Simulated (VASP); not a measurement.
# Mg2BeS3 (P-6m2) in VASP: further runs, part 2 of 2

VASP 6.6.1. The steps go on from the part before.

## 4. Single point, PBE

This run uses another cell than the first one, of 17.25 Å³/atom.

The input, INCAR:

```
  ALGO = Normal
  EDIFF = 1E-6
  ENCUT = 600
  GGA = PE
  GGA_COMPAT = F
  ISIF = 2
  ISMEAR = 0
  LASPH = T
  LCHARG = T
  LELF = T
  LREAL = F
  LVHAR = T
  LWAVE = F
  NBANDS = 21
  NELM = 120
  PREC = Accurate
  SIGMA = 0.15
```

The input, KPOINTS:

```
k-points
0
Gamma
  4 4 2
```

The input, POSCAR:

```
Mg2BeS3
1.0
    4.2027291545     -0.0000000030      0.0000000000
   -2.1013645746      3.6396702145      0.0000000000
    0.0000000000      0.0000000000      6.7648155177
Mg Be S
2 1 3
Direct
    0.3333333333      0.6666666667      0.7815442546
    0.3333333333      0.6666666667      0.2184557454
    0.6666666667      0.3333333333      0.5000000000
    0.6666666667      0.3333333333      0.0000000000
    0.0000000000      0.0000000000      0.5000000000
    0.0000000000      0.0000000000      0.0000000000
```

Potentials or basis: VASP PAW PBE potentials, release 64 (Mg, Be, S).

Run with:

```bash
$ cat potpaw_PBE.64/Mg/POTCAR potpaw_PBE.64/Be/POTCAR potpaw_PBE.64/S/POTCAR > POTCAR
$ mpirun -np 1 vasp_std > vasp.out
```

OUTCAR:

```text
EDIFF = 1E-6
   ENCUT = 600
   GGA = PE
   ISIF = 2
   ISMEAR = 0
   LASPH = T
   LREAL = F
   NELM = 120
   PREC = Accurate

 ion  position               nearest neighbor table
   1  0.333  0.667  0.782-   6 2.84   4 2.84   4 2.84   6 2.84   6 2.84   4 2.84   2 2.96   5 3.08
                             5 3.08   5 3.08
   2  0.333  0.667  0.218-   6 2.84   4 2.84   4 2.84   6 2.84   6 2.84   4 2.84   1 2.96   5 3.08
                             5 3.08   5 3.08
   3  0.667  0.333  0.500-   5 2.43   5 2.43   5 2.43
   4  0.667  0.333  0.000-   6 2.43   6 2.43   6 2.43   2 2.84   1 2.84   2 2.84   1 2.84   1 2.84
                             2 2.84
   5  0.000  0.000  0.500-   3 2.43   3 2.43   3 2.43   1 3.08   2 3.08   1 3.08   2 3.08   1 3.08
                             2 3.08
   6  0.000  0.000  0.000-   4 2.43   4 2.43   4 2.43   1 2.84   2 2.84   1 2.84   2 2.84   1 2.84
                             2 2.84

  LATTYP: Found a hexagonal cell.
 ALAT       =     4.2027291545
 C/A-ratio  =     1.6096244295

  Lattice vectors:

 A1 = (   4.2027291545,  -0.0000000030,   0.0000000000)
 A2 = (  -2.1013645746,   3.6396702145,   0.0000000000)
 A3 = (   0.0000000000,   0.0000000000,   6.7648155177)

Analysis of symmetry for initial positions (statically):
=====================================================================
 Subroutine PRICEL returns:
 Original cell was already a primitive cell.

 Routine SETGRP: Setting up the symmetry group for a
 hexagonal supercell.

 Subroutine GETGRP returns: Found 12 space group operations
 (whereof 12 operations were pure point group operations)
 out of a pool of 24 trial point group operations.

The static configuration has the point symmetry D_3h.

Analysis of symmetry for dynamics (positions and initial velocities):
=====================================================================
 Subroutine PRICEL returns:
 Original cell was already a primitive cell.

 Routine SETGRP: Setting up the symmetry group for a
 hexagonal supercell.

 Subroutine GETGRP returns: Found 12 space group operations
 (whereof 12 operations were pure point group operations)
 out of a pool of 24 trial point group operations.

The dynamic configuration has the point symmetry D_3h.

 Subroutine INISYM returns: Found 12 space group operations
 (whereof 12 operations are pure point group operations),
 and found     1 'primitive' translations

----------------------------------------------------------------------------------------

                                     Primitive cell

  volume of cell :     103.4783

  direct lattice vectors                    reciprocal lattice vectors
     4.202729155 -0.000000003  0.000000000     0.237940625  0.137375083  0.000000000
    -2.101364575  3.639670215  0.000000000     0.000000000  0.274750167  0.000000000
     0.000000000  0.000000000  6.764815518     0.000000000  0.000000000  0.147823691

  length of vectors
     4.202729155  4.202729154  6.764815518     0.274750167  0.274750167  0.147823691

  position of ions in fractional coordinates (direct lattice)
     0.333333333  0.666666667  0.781544255
     0.333333333  0.666666667  0.218455745
     0.666666667  0.333333333  0.500000000
[... 40 lines left out ...]
            Coordinates               Weight
  0.000000  0.000000  0.000000      1.000000
  0.250000  0.000000  0.000000      6.000000
  0.500000  0.000000  0.000000      3.000000
  0.250000  0.250000  0.000000      6.000000
  0.000000  0.000000  0.500000      1.000000
  0.250000  0.000000  0.500000      6.000000
  0.500000  0.000000  0.500000      3.000000
  0.250000  0.250000  0.500000      6.000000
   k-points           NKPTS =      8   k-points in BZ     NKDIM =      8   number of bands    NBANDS=     21
   number of dos      NEDOS =    301   number of ions     NIONS =      6
   total plane-waves  NPLWV =  69984
   dimension x,y,z NGX =    36 NGY =   36 NGZ =   54
   dimension x,y,z NGXF=    72 NGYF=   72 NGZF=  108
   ions per type =               2   1   3
   NGX,Y,Z   is equivalent  to a cutoff of  14.24, 14.24, 13.27 a.u.
   NGXF,Y,Z  is equivalent  to a cutoff of  28.48, 28.48, 26.54 a.u.
 SYSTEM =  unknown system
   PREC   = accura    normal or accurate (medium, high low for compatibility)
   ISTART =      0    job   : 0-new  1-cont  2-samecut
   ICHARG =      2    charge: 1-file 2-atom 10-const
   ISPIN  =      1    spin polarized calculation?
   LNONCOLLINEAR =      F non collinear calculations
   LSORBIT =      F    spin-orbit coupling
   LASPH  =      T    aspherical Exc in radial PAW
   ENCUT  =  600.0 eV  44.10 Ry    6.64 a.u.   8.39  8.39 13.51*2*pi/ulx,y,z
   NELM   =    120;   NELMIN=  2; NELMDL= -5     # of ELM steps
   EDIFF  = 0.1E-05   stopping-criterion for ELM
   LREAL  =      F    real-space projection
   EDIFFG = 0.1E-04   stopping-criterion for IOM
   NSW    =      0    number of steps for IOM
   IBRION =     -1    ionic relax: 0-MD 1-quasi-New 2-CG
   NFREE  =      0    steps in history (QN), initial steepest desc. (CG)
   ISIF   =      2    stress and relaxation
   ISYM   =      2    0-nonsym 1-usesym 2-fastsym
   POTIM  = 0.5000    time-step for ionic-motion
   TEBEG  =    0.0;   TEEND  =   0.0 temperature during run
   PSTRESS=    0.0 pullay stress
   NELECT =      24.0000    total number of electrons
   NUPDOWN=      -1.0000    fix difference up-down
   EMIN   =  10.00;   EMAX   =-10.00  energy-range for DOS
   EFERMI =   0.00;   METHOD = LEGACY
   ISMEAR =     0;   SIGMA  =   0.15  broadening in eV -4-tet -1-fermi 0-gaus
   EFERMI_NEDOS =   21; number of points for ismear=-14 and -15
   IALGO  =     38    algorithm
   IMIX   =      4    mixing-type and parameters
     AMIX     =   0.40;   BMIX     =  1.00
     AMIX_MAG =   1.60;   BMIX_MAG =  1.00
  volume/ion in A,a.u.               =      17.25       116.38
  Fermi-wavevector in a.u.,A,eV,Ry     =   1.005840  1.900761 13.765198  1.011714
  Thomas-Fermi vector in A             =   2.138544
   LORBIT       =      0    0 simple, 1 ext, 2 COOP (PROOUT), +10 PAW based schemes
   GGA     = PE    functional components
   LHFCALC =     F    Hartree Fock is set to
   AEXX    =    0.0000 exact exchange contribution
   IVDW    =     0    specifies the selected vdW correction
   LEPSILON=     F    determine dielectric tensor
   LRPA    =     F    only Hartree local field effects (RPA)
 non-spin polarized calculation
 Gauss-broadening in eV      SIGMA  =   0.15
  energy-cutoff  :      600.00
  volume of cell :      103.48
 maximum number of plane-waves:      3496
 NGX is ok and might be reduce to    36
   NGX = 17   NGY = 17   NGZ = 27

 number of electron      23.9999998 magnetization

 Free energy of the ion-electron system (eV)
  ---------------------------------------------------
  ext. energy  EPLUGINS =         0.00000000
  ---------------------------------------------------
  free energy    TOTEN  =       -19.06088759 eV

  energy without entropy =      -19.04799225  energy(sigma->0) =      -19.05443992

 E-fermi :   5.6770     XC(G=0):  -9.7057

 val. band max:        5.4473677949   @ k =   0.0000   0.0000   0.5000
 cond. band min:       5.7941076722   @ k =   0.2500   0.2500   0.5000
 fundamental gap:      0.3467398773
 Fermi energy:         5.6769700628

 k-point     1 :       0.0000    0.0000    0.0000
  band No.  band energies     occupation
      1     -10.4989      2.00000
      2      -8.2684      2.00000
      3      -4.0856      2.00000
      4      -1.4252      2.00000
      5      -0.0817      2.00000
      6      -0.0817      2.00000
[... 181 lines left out ...]
     20      12.2392      0.00000
     21      12.4873      0.00000

------------------------ aborting loop because EDIFF is reached ----------------------------------------

  FORCE on cell =-STRESS in cart. coord.  units (eV):
  Direction    XX          YY          ZZ          XY          YZ          ZX
  --------------------------------------------------------------------------------------
  -------------------------------------------------------------------------------------
  Total       -0.4692155     -0.4692155     -0.0623413     -0.0000000     -0.0000000      0.0000000
  in kB       -7.2649659     -7.2649659     -0.9652436     -0.0000000     -0.0000000      0.0000000
  external PRESSURE =      -5.1650584 kB  Pullay stress =       0.0000000 kB

 VOLUME and BASIS-vectors are now :
 -----------------------------------------------------------------------------
  energy-cutoff  :      600.00
  volume of cell :      103.48
      direct lattice vectors                 reciprocal lattice vectors
     4.202729155 -0.000000003  0.000000000     0.237940625  0.137375083  0.000000000
    -2.101364575  3.639670215  0.000000000     0.000000000  0.274750167  0.000000000
     0.000000000  0.000000000  6.764815518     0.000000000  0.000000000  0.147823691

 POSITION                                       TOTAL-FORCE (eV/Angst)
 -----------------------------------------------------------------------------------
      0.00000      2.42645      5.28700         0.000000      0.000000     -0.044417
      0.00000      2.42645      1.47781         0.000000      0.000000      0.044417
      2.10136      1.21322      3.38241         0.000000     -0.000000      0.000000
      2.10136      1.21322      0.00000        -0.000000     -0.000000      0.000000
      0.00000      0.00000      3.38241         0.000000      0.000000      0.000000
      0.00000      0.00000      0.00000        -0.000000      0.000000      0.000000
 -----------------------------------------------------------------------------------
    total drift:                               -0.000000      0.000000      0.000000

  FREE ENERGIE OF THE ION-ELECTRON SYSTEM (eV)
  ---------------------------------------------------
  free  energy   TOTEN  =       -19.0608875933 eV

  energy  without entropy=      -19.0479922488  energy(sigma->0) =      -19.05443992
```

Wall time 18 s (1 thread of Intel Xeon Platinum 8488C (Sapphire Rapids), shared host); peak memory 0.24 GiB.

Results:

```
Free energy            : -19.0609 eV
Pressure               : -0.5 GPa
Largest force          : 0.044 eV/Å
Band gap on the k mesh : zero (bands 12 and 13 overlap by 1.48 eV)
```

Forces in eV/Å, atoms in the order of the input:
```
Mg   0.000  0.000 -0.044
Mg   0.000  0.000  0.044
Be   0.000  0.000  0.000
S    0.000  0.000  0.000
S    0.000  0.000  0.000
S    0.000  0.000  0.000
```

Stress tensor (GPa, compression positive):
```
-0.73  0.00  0.00
 0.00 -0.73  0.00
 0.00  0.00 -0.10
```

Levels at points of the mesh, in eV from the Fermi level:
```tsv
k point	band 8	band 9	band 10	band 11	band 12	band 13	band 14	band 15	band 16	band 17
(0.00, 0.00, 0.00)	-3.77	-2.95	-2.11	-2.03	-2.03	-0.65	1.60	1.71	1.71	3.19
(0.50, 0.00, 0.00)	-4.55	-4.10	-1.69	-0.64	0.83	0.83	1.77	2.69	2.80	2.80
(0.00, 0.00, 0.50)	-3.82	-3.82	-2.02	-2.02	-1.58	-0.23	1.19	1.48	1.48	2.56
(0.50, 0.00, 0.50)	-4.41	-3.75	-2.96	-0.62	-0.27	0.84	1.77	2.95	3.21	3.90
```

Caveat: the k points lie up to 0.46 Å⁻¹ apart, too coarse for converged energies and pressures of a metal.

## 5. Summary

```csv
cell,k mesh,gap on the mesh (eV),pressure (GPa)
"a = 4.274, b = 4.274, c = 6.694 Å, angles 90.0, 90.0, 120.0°, 6 atoms, atomic positions A",3 × 3 × 2,none,0.2
"a = 4.553, b = 4.553, c = 7.058 Å, angles 90.0, 90.0, 120.0°, 6 atoms, atomic positions B",3 × 3 × 2,none,-0.3
"a = 4.203, b = 4.203, c = 6.765 Å, angles 90.0, 90.0, 120.0°, 6 atoms, atomic positions C",4 × 4 × 2,none,-0.5
```

Alike in all rows: task single point; level PBE; potentials or basis VASP PAW PBE potentials, release 64 (Mg, Be, S); no spin polarisation; cutoff (eV) 600; smearing gaussian 0.15 eV.

Caveats: all runs use coarse meshes; semilocal functionals underestimate gaps, so a narrow gap can read as zero (at least some runs).

Absolute energies hang on the potentials; compare differences alone.
